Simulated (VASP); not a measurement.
# HfN (F-43m) in VASP: notebook, part 2 of 2

VASP 6.6.1.

## (3) Single point, r2SCAN

This run uses another cell than the first one, of 14.54 Å³/atom, 0.983 times its volume.

File POSCAR:

```
HfN
1.0
    0.0000000000      2.4406935072      2.4406935072
    2.4406935072      0.0000000000      2.4406935072
    2.4406935072      2.4406935072      0.0000000000
Hf N
1 1
Direct
    0.0000000000      0.0000000000      0.0000000000
    0.7500000000      0.7500000000      0.7500000000
```

File INCAR.step1:

```
PREC = Accurate
ENCUT = 660
ISMEAR = 1
SIGMA = 0.1
LREAL = False
LASPH = True
NELM = 120
NBANDS = 14
GGA = PE
ALGO = Normal
EDIFF = 1E-5
LWAVE = True
LCHARG = False
GGA_COMPAT = False
```

File INCAR.step2:

```
PREC = Accurate
ENCUT = 660
EDIFF = 1E-6
ISMEAR = 1
SIGMA = 0.1
LREAL = False
LASPH = True
NELM = 120
ALGO = Normal
ISIF = 2
LWAVE = False
LCHARG = True
METAGGA = R2SCAN
LMIXTAU = True
LELF = True
LVHAR = True
NBANDS = 14
ISTART = 1
GGA_COMPAT = False
```

File KPOINTS:

```
Automatic mesh
0
Gamma
  4 4 4
```

Potentials or basis: VASP PAW PBE potentials, release 64 (Hf_pv, N).

Command:

```
> cat potpaw_PBE.64/Hf_pv/POTCAR potpaw_PBE.64/N/POTCAR > POTCAR
> cp INCAR.step1 INCAR
> mpirun -np 1 vasp_std > vasp.out
> cp INCAR.step2 INCAR
> mpirun -np 1 vasp_std > vasp.out
```

OUTCAR:

```text
PREC = Accurate
   ENCUT = 660
   EDIFF = 1E-6
   ISMEAR = 1
   LREAL = False
   LASPH = True
   NELM = 120
   ISIF = 2
   METAGGA = R2SCAN
   ISTART = 1

 ion  position               nearest neighbor table
   1  0.000  0.000  0.000-   2 2.11   2 2.11   2 2.11   2 2.11
   2  0.750  0.750  0.750-   1 2.11   1 2.11   1 2.11   1 2.11

  LATTYP: Found a face centered cubic cell.
 ALAT       =     4.8813870144

  Lattice vectors:

 A1 = (   0.0000000000,   2.4406935072,   2.4406935072)
 A2 = (   2.4406935072,   0.0000000000,   2.4406935072)
 A3 = (   2.4406935072,   2.4406935072,   0.0000000000)

Analysis of symmetry for initial positions (statically):
=====================================================================
 Subroutine PRICEL returns:
 Original cell was already a primitive cell.

 Routine SETGRP: Setting up the symmetry group for a
 face centered cubic supercell.

 Subroutine GETGRP returns: Found 24 space group operations
 (whereof 24 operations were pure point group operations)
 out of a pool of 48 trial point group operations.

The static configuration has the point symmetry T_d .
[... 156 lines left out ...]
      3     -26.3986      2.00000
      4     -11.4019      2.00000
      5       0.0265      2.00000
      6       0.0265      2.00000
      7       0.0265      2.00000
      8       5.2762      2.00090
      9       8.4095      0.00000
     10       8.4095      0.00000
     11      12.9391      0.00000
     12      12.9391      0.00000
     13      12.9391      0.00000
     14      17.1679      0.00000
[... 105 lines left out ...]
      1     -26.8247      2.00000
      2     -26.6753      2.00000
      3     -26.5763      2.00000
      4      -9.9067      2.00000
      5      -0.0756      2.00000
      6       0.4708      2.00000
      7       2.0087      2.00000
      8       4.4752      2.00000
      9       7.5238     -0.00000
     10       9.8952      0.00000
     11      11.2642      0.00000
     12      12.9090      0.00000
     13      16.9626      0.00000
     14      17.1765      0.00000

------------------------ aborting loop because EDIFF is reached ----------------------------------------

  FORCE on cell =-STRESS in cart. coord.  units (eV):
  Direction    XX          YY          ZZ          XY          YZ          ZX
  --------------------------------------------------------------------------------------
  -------------------------------------------------------------------------------------
  Total        0.1798311      0.1798311      0.1798311      0.0000000      0.0000000      0.0000000
  in kB        9.9084473      9.9084473      9.9084473      0.0000000      0.0000000      0.0000000
  external PRESSURE =       9.9084473 kB  Pullay stress =       0.0000000 kB

 VOLUME and BASIS-vectors are now :
 -----------------------------------------------------------------------------
  energy-cutoff  :      660.00
  volume of cell :       29.08
      direct lattice vectors                 reciprocal lattice vectors
     0.000000000  2.440693507  2.440693507    -0.204859807  0.204859807  0.204859807
     2.440693507  0.000000000  2.440693507     0.204859807 -0.204859807  0.204859807
     2.440693507  2.440693507  0.000000000     0.204859807  0.204859807 -0.204859807

 POSITION                                       TOTAL-FORCE (eV/Angst)
 -----------------------------------------------------------------------------------
      0.00000      0.00000      0.00000        -0.000000     -0.000000     -0.000000
      3.66104      3.66104      3.66104         0.000000      0.000000      0.000000
 -----------------------------------------------------------------------------------
    total drift:                               -0.000000     -0.000000     -0.000000

  FREE ENERGIE OF THE ION-ELECTRON SYSTEM (eV)
  ---------------------------------------------------
  free  energy   TOTEN  =       -57.6658795799 eV

  energy  without entropy=      -57.6638007723  energy(sigma->0) =      -57.66518664
```

OUTCAR.step1:

```text
PREC = Accurate
   ENCUT = 660
   ISMEAR = 1
   LREAL = False
   LASPH = True
[... 339 lines left out ...]
      0.00000      0.00000      0.00000         0.000000      0.000000     -0.000000
      3.66104      3.66104      3.66104        -0.000000     -0.000000      0.000000
 -----------------------------------------------------------------------------------
    total drift:                                0.000000      0.000000      0.000000

  FREE ENERGIE OF THE ION-ELECTRON SYSTEM (eV)
  ---------------------------------------------------
  free  energy   TOTEN  =       -21.1635385162 eV

  energy  without entropy=      -21.1628041473  energy(sigma->0) =      -21.16329373
```

OSZICAR.step1:

```text
N       E                     dE             d eps       ncg     rms          rms(c)
DAV:   1     0.503666574156E+02    0.50367E+02   -0.87191E+03   224   0.118E+03
DAV:   2    -0.214406368677E+02   -0.71807E+02   -0.66327E+02   296   0.267E+02
DAV:   3    -0.247586661086E+02   -0.33180E+01   -0.33050E+01   272   0.483E+01
DAV:   4    -0.247792683982E+02   -0.20602E-01   -0.20601E-01   248   0.439E+00
DAV:   5    -0.247794662735E+02   -0.19788E-03   -0.19787E-03   284   0.397E-01    0.560E+01
DAV:   6    -0.212568844814E+02    0.35226E+01   -0.12536E+01   266   0.265E+01    0.398E+01
DAV:   7    -0.211804961206E+02    0.76388E-01   -0.72741E-01   224   0.742E+00    0.256E+01
DAV:   8    -0.211736061789E+02    0.68899E-02   -0.10774E-01   266   0.310E+00    0.774E+00
DAV:   9    -0.211636821566E+02    0.99240E-02   -0.27695E-02   266   0.134E+00    0.199E+00
DAV:  10    -0.211635337002E+02    0.14846E-03   -0.14732E-03   266   0.345E-01    0.479E-02
DAV:  11    -0.211635385162E+02   -0.48160E-05   -0.86204E-05   278   0.854E-02
   1 F= -.21163539E+02 E0= -.21163294E+02  d E =-.734369E-03
```

Run time: 68 s. Hardware: 1 thread of Intel Xeon 8259CL, shared host; peak memory 0.18 GiB.

What came out:

* Free energy: -57.6659 eV
* Pressure: 1.0 GPa

Caveat: the k points lie up to 0.56 Å⁻¹ apart; the PAW data sets were made with another functional, which shifts forces and pressure a little; spin-orbit coupling is left out, which moves the levels of the heavy elements.

## (4) Single point, r2SCAN

This run uses another cell than the first one, of 14.70 Å³/atom, 0.994 times its volume.

File POSCAR:

```
HfN
1.0
    0.0000000000      2.4497728859      2.4497728859
    2.4497728859      0.0000000000      2.4497728859
    2.4497728859      2.4497728859      0.0000000000
Hf N
1 1
Direct
    0.0000000000      0.0000000000      0.0000000000
    0.7500000000      0.7500000000      0.7500000000
```

File INCAR.step1:

```
PREC = Accurate
ENCUT = 660
ISMEAR = 1
SIGMA = 0.1
LREAL = F
LASPH = T
NELM = 120
NBANDS = 14
GGA = PE
ALGO = Normal
EDIFF = 1E-5
LWAVE = T
LCHARG = F
GGA_COMPAT = F
```

File INCAR.step2:

```
PREC = Accurate
ENCUT = 660
EDIFF = 1E-6
ISMEAR = 1
SIGMA = 0.1
LREAL = F
LASPH = T
NELM = 120
ALGO = Normal
ISIF = 2
LWAVE = F
LCHARG = T
METAGGA = R2SCAN
LMIXTAU = T
LELF = T
LVHAR = T
NBANDS = 14
ISTART = 1
GGA_COMPAT = F
```

File KPOINTS:

```
regular mesh
0
Gamma
  4 4 4
```

Command:

```
> cat potpaw_PBE.64/Hf_pv/POTCAR potpaw_PBE.64/N/POTCAR > POTCAR
> cp INCAR.step1 INCAR
> mpirun -np 1 vasp_std > vasp.out
> cp INCAR.step2 INCAR
> mpirun -np 1 vasp_std > vasp.out
```

Wall time 63 s (1 thread of Intel Xeon 8259CL, shared host); peak memory 0.17 GiB.

Results (log left out):

| Property | Result |
| --- | --- |
| Free energy | -57.6657 eV |
| Pressure | -1.4 GPa |

Levels at points of the mesh, in eV from the Fermi level:
```csv
k point,band 4,band 5,band 6,band 7,band 8,band 9,band 10,band 11
"(0.00, 0.00, 0.00)",-16.89,-5.47,-5.47,-5.47,-0.30,2.83,2.83,7.31
"(0.50, 0.00, 0.00)",-15.82,-5.72,-4.84,-4.84,1.94,3.36,3.36,5.07
"(0.50, 0.50, 0.00)",-15.45,-6.84,-3.57,-3.57,-0.92,2.87,4.71,5.23
```

Caveat: the k points lie up to 0.56 Å⁻¹ apart; the PAW data sets were made with another functional, which shifts forces and pressure a little; spin-orbit coupling is left out, which moves the levels of the heavy elements.

## (5) Summary

```csv
cell,gap on the mesh (eV),pressure (GPa)
"a = 3.472 Å, angles 60.0°, 2 atoms",none,-2.6
"a = 3.452 Å, angles 60.0°, 2 atoms",none,1.0
"a = 3.465 Å, angles 60.0°, 2 atoms",none,-1.4
```

Alike in all rows: task single point; level r2SCAN; potentials or basis VASP PAW PBE potentials, release 64 (Hf_pv, N); no spin polarisation; k mesh 4 × 4 × 4; cutoff (eV) 660; smearing methfessel-paxton 0.1 eV.

Caveats: all runs use coarse meshes; the PAW data sets were made with another functional, which shifts forces and pressure a little; spin-orbit coupling is left out, which moves the levels of the heavy elements.

Total energies depend on the potentials used, so only differences within one code and one set of settings carry meaning.
